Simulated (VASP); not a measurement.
# K: single point with LDA

Crystal: K.

```xyz
1
Lattice="-2.5242 2.5242 2.5242 2.5242 -2.5242 2.5242 2.5242 2.5242 -2.5242" Properties=species:S:1:pos:R:3 pbc="T T T"
K     0.0000    0.0000    0.0000
```

| Quantity | Value |
| --- | --- |
| Program | VASP 6.6.1 |
| Task | single point |
| Functional | LDA |
| Potentials or basis | VASP PAW LDA potentials, release 64 (K_sv) |
| Cutoff | 520 eV |
| k mesh | 9 × 9 × 9 |
| Occupations | methfessel-paxton, width 1 eV |
| Spin | no spin polarisation |

The pressure is 0.0 GPa.

Levels at points of the mesh, in eV from the Fermi level:
| k point | band 2 | band 3 | band 4 | band 5 | band 6 | band 7 |
| --- | --- | --- | --- | --- | --- | --- |
| (0.00, 0.00, 0.00) | -15.43 | -15.43 | -15.43 | -2.38 | 4.26 | 4.26 |

It took 9.3 s on 1 thread of Intel(R) Xeon(R) 6975P-C (Granite Rapids) (shared host), peak memory 0.17 GiB.
